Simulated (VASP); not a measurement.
Write the native input for VASP 6.6.1 that does the following.

| Item | Value |
| --- | --- |
| Task | single point |
| Functional | PBE |
| Potentials or basis | VASP PAW PBE potentials, release 64 (Si, Ni) |
| Cutoff | 520 eV |
| k mesh | 15 × 14 × 4 |
| Occupations | gaussian, width 0.15 eV |
| Spin | no spin polarisation |
| Dipole correction | no |
| Further INCAR settings | ALGO = Fast; EDIFF = 1e-06; NBANDS = 54 |

The structure of SiNi lies in POSCAR:

```
SiNi
1.0
   -3.0552835563      0.0000000000      0.0000000000
    0.0000000000     -3.2583147307      0.0000000000
   -1.2221134225      0.0000000000     14.1281698886
Si Ni
6 6
Direct
    0.4542356367      0.5000000000      0.1144109083
    0.3209023033      0.5000000000      0.4477442417
    0.1875689700      0.5000000000      0.7810775750
   -0.3542489700      0.0000000000      0.8856224250
   -0.0875823033      0.0000000000      0.2189557583
   -0.2209156367      0.0000000000      0.5522890917
    0.1210192027      0.5000000000      0.9474519933
    0.3876858693      0.5000000000      0.2807853267
    0.2543525360      0.5000000000      0.6141186600
   -0.0210325360      0.0000000000      0.0525813400
   -0.1543658693      0.0000000000      0.3859146733
   -0.2876992027      0.0000000000      0.7192480067
```

This cell differs from its parent crystal: the part above a cut slid along it.

One way to write it, as run:

INCAR

```
SYSTEM = SiNi
PREC = Accurate ; ENCUT = 520
EDIFF = 1E-6 ; ISMEAR = 0
SIGMA = 0.15 ; LREAL = .False.
LASPH = .True. ; NELM = 60
ALGO = Fast ; ISIF = 2
LWAVE = .False. ; LCHARG = .True.
GGA = PE ; LVHAR = .True.
NBANDS = 54 ; KPAR = 4
```

KPOINTS

```
regular mesh
0
Gamma
  15 14 4
  0 0 0
```

Potentials or basis: VASP PAW PBE potentials, release 64 (Si, Ni).

The run is started by

```sh
$ cat potpaw_PBE.64/Si/POTCAR potpaw_PBE.64/Ni/POTCAR > POTCAR
$ mpirun -np 4 vasp_std > vasp.out
```

Results of the run:

```
Pressure               : 2.5 GPa
Largest force          : 2.583 eV/Å
Band gap on the k mesh : zero (bands 42 and 43 overlap by 2.33 eV)
```

Caveat: the cell differs from its parent crystal (the part above a cut slid along it); the stress differs along the axes, from -1 to 6 GPa; forces of over 1 eV/Å act on the atoms, so gaps and moduli don't describe the material at rest.

Run time: 23 min on 4 MPI ranks on Oxide Virtual Turin-like Processor, on a shared host, peak memory 1.2 GiB a rank.
